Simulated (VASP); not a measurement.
# SnO: single point with PBEsol

The system is SnO.

```
Sn O
1.0
    -3.31561    0.00000    0.00000
     0.00000   -5.70500    0.00000
    -2.21052    3.80352   11.68249
Sn O
6 6
Direct
  0.41084 0.35537 0.88369
  0.85531 0.91090 0.21702
  0.63308 0.13314 0.55036
  0.02196 0.71183 0.71702
  0.46643 0.26736 0.05036
  0.24419 0.48960 0.38369
  0.36692 0.74773 0.94958
  0.81138 0.30326 0.28291
  0.58915 0.52549 0.61624
  0.97803 0.40732 0.78291
  0.42250 0.96286 0.11624
  0.20027 0.18509 0.44958
```

- Program: VASP 6.6.1
- Task: single point
- Functional: PBEsol
- Potentials or basis: VASP PAW PBE potentials, release 64 (Sn_d, O)
- Cutoff: 520 eV
- k mesh: 8 × 5 × 3
- Occupations: gaussian, width 0.05 eV
- Spin: no spin polarisation
- Dipole correction: no
- Further INCAR settings: ALGO = Fast; EDIFF = 1e-06; NBANDS = 72

* Pressure: 2.7 GPa
* Largest force: 8.838 eV/Å
* Band gap on the k mesh: zero (bands 60 and 61 overlap by 0.06 eV)

Forces on the atoms (eV/Å):
```
Sn   1.666 -5.892 -6.374
Sn  -0.032 -0.023 -0.243
Sn   0.000  0.105  0.100
Sn  -0.023 -0.221  0.681
Sn  -1.628  4.109  6.430
Sn  -0.001  0.008 -0.003
O    0.521  1.625 -1.715
O   -0.017  0.020  0.222
O   -0.024  0.127 -0.095
O   -0.082  0.927 -0.061
O   -0.377 -0.739  1.158
O   -0.002 -0.046 -0.099
```

Stress tensor (GPa, compression positive):
```
 0.83 -1.06 -2.75
-1.06 -2.47  4.58
-2.75  4.58  9.67
```

Levels at points of the mesh, in eV from the Fermi level:
```tsv
k point	band 58	band 59	band 60	band 61	band 62	band 63
(0.00, 0.00, 0.00)	-0.34	-0.18	0.01	1.98	2.23	2.62
(0.50, 0.00, 0.00)	-1.25	-0.82	-0.59	-0.01	1.94	2.31
```

Run time: 24 min on 1 thread of Oxide Virtual Turin-like Processor (shared host), peak memory 0.74 GiB.

Caveat: semilocal functionals underestimate gaps, so a narrow gap can read as zero; the PAW data sets were made with another functional, which shifts forces and pressure a little; spin-orbit coupling is left out, which moves the levels of the heavy elements.
